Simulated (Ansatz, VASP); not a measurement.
## One calculation of Bi, two programs

The input INCAR:

```
PREC = Accurate ; ENCUT = 520
EDIFF = 1E-6 ; ISMEAR = 0
SIGMA = 0.1 ; LREAL = F
LASPH = T ; NELM = 60
ALGO = Normal ; ISIF = 2
LWAVE = F ; LCHARG = F
GGA = PS ; NBANDS = 14
```

Contents of KPOINTS:

```
Automatic mesh
0
Gamma
  10 10 10
```

Contents of POSCAR:

```
Bi
1.0
   -1.9636593611      1.9636593611      1.9636593611
    1.9636593611     -1.9636593611      1.9636593611
    1.9636593611      1.9636593611     -1.9636593611
Bi
1
Direct
    0.0000000000      0.0000000000      0.0000000000
```

Input for Ansatz:

```yaml
crystal:
  lattice:
    - [-1.9636593610616675, 1.9636593610616675, 1.9636593610616675]
    - [1.9636593610616675, -1.9636593610616675, 1.9636593610616675]
    - [1.9636593610616675, 1.9636593610616675, -1.9636593610616675]
  atoms:
    - { symbol: Bi, position: [0.0, 0.0, 0.0] }
basis:
  ecutwfc: 500.0
kpoints:
  mp_grid:
    grid: [10, 10, 10]
hamiltonian:
  xc: pbesol
scf:
  occupations:
    method: gaussian
    width: 0.1
  eigensolver:
    kind: davidson
  initial_density:
    normalization: atom
output:
  stress: true
```

Alike in both runs: task single point; functional PBEsol; k mesh 10 × 10 × 10; occupations gaussian, width 0.1 eV; no spin polarisation.

|  | VASP | Ansatz |
| --- | --- | --- |
| version | VASP 6.6.1 | Ansatz 0.2.0 |
| potentials or method | VASP PAW PBE potentials, release 64 (Bi_d), cutoff 520 eV | plane waves, PAW |
| valence electrons in the cell | 15 | 15 |

```csv
,VASP,Ansatz,Ansatz less VASP
pressure (GPa),-0.4,-0.4,+0.06
```

VASP's potentials were made for PBE, not for PBEsol.

Spin-orbit coupling is off throughout.
